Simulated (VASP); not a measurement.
Si6C5 (a cell with a defect), 11 atoms in the cell. The cell holds a defect, 11 atoms: a = 5.074 Å, b = 5.355 Å, c = 5.355 Å, α = 120.00°, β = 90.00°, γ = 90.00°.  This cell differs from its parent crystal: atoms taken out, then relaxed in part.

- Program: VASP 6.6.1
- Task: single point
- Functional: PBE
- Potentials or basis: VASP PAW PBE potentials, release 64 (Si, C)
- Cutoff: 520 eV
- k mesh: 2 × 2 × 2
- Occupations: gaussian, width 0.01 eV
- Spin: no spin polarisation
- Dipole correction: no
- Charge: 2
- Further INCAR settings: ALGO = Normal; EDIFF = 1e-06; NBANDS = 33; NELECT = 42.0

Potentials or basis: VASP PAW PBE potentials, release 64 (Si, C).

Run with:

```sh
$ cat potpaw_PBE.64/Si/POTCAR potpaw_PBE.64/C/POTCAR > POTCAR
$ mpirun -np 1 vasp_std > vasp.out
```

Hardware: 1 thread of Intel(R) Xeon(R) 6975P-C (Granite Rapids) (shared host).

Problem. How long does it take, and how much memory?

Solution. It took 12 s on 1 thread of Intel(R) Xeon(R) 6975P-C (Granite Rapids), on a shared host, peak memory 0.22 GiB. Counts: scf iterations 14, k points 4.
